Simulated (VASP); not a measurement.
Mg5Te2: single point with PBE

Mg5Te2:

```xyz
7
Lattice="2.0248 1.1690 13.7703 -2.0248 1.1690 13.7703 0.0000 -2.3381 13.7703" Properties=species:S:1:pos:R:3 pbc="T T T"
Mg    0.0000    0.0000   17.3073
Mg    0.0000    0.0000    0.0000
Mg    0.0000    0.0000    5.7469
Mg    0.0000    0.0000   35.5641
Mg    0.0000    0.0000   24.0038
Te    0.0000    0.0000   29.3287
Te    0.0000    0.0000   11.9823
```

```yaml
Program: VASP 6.6.1
Task: single point
Functional: PBE
Potentials_or_basis: VASP PAW PBE potentials, release 64 (Mg, Te)
Cutoff: 520 eV
k_mesh: 5 × 5 × 5
Occupations: gaussian, width 0.2 eV
Spin: no spin polarisation
Dipole_correction: no
Further_INCAR_settings: ALGO = Normal; EDIFF = 1e-06; NBANDS = 20
```

- Pressure: 0.1 GPa
- Largest force: 0.064 eV/Å
- Band gap on the k mesh: zero (band 11 reaches 3.85 eV, above the bottom of band 12 at 3.30 eV)

Forces on the atoms (eV/Å):
```
Mg   0.000  0.000 -0.064
Mg   0.000  0.000  0.000
Mg   0.000  0.000 -0.031
Mg   0.000  0.000  0.031
Mg   0.000  0.000  0.064
Te   0.000  0.000  0.018
Te   0.000  0.000 -0.018
```

Stress tensor (GPa, compression positive):
```
 0.18  0.00  0.00
 0.00  0.18  0.00
 0.00  0.00 -0.06
```

Levels at points of the mesh, in eV from the Fermi level:
| k point | band 9 | band 10 | band 11 | band 12 | band 13 | band 14 |
| --- | --- | --- | --- | --- | --- | --- |
| (0.00, 0.00, 0.00) | -0.87 | -0.65 | -0.65 | 2.90 | 2.95 | 3.76 |

Run time: 9.8 min on 1 thread of Intel(R) Xeon(R) 6975P-C (Granite Rapids), on a shared host, peak memory 1.9 GiB.

Caveat: spin-orbit coupling is left out, which moves the levels of the heavy elements.
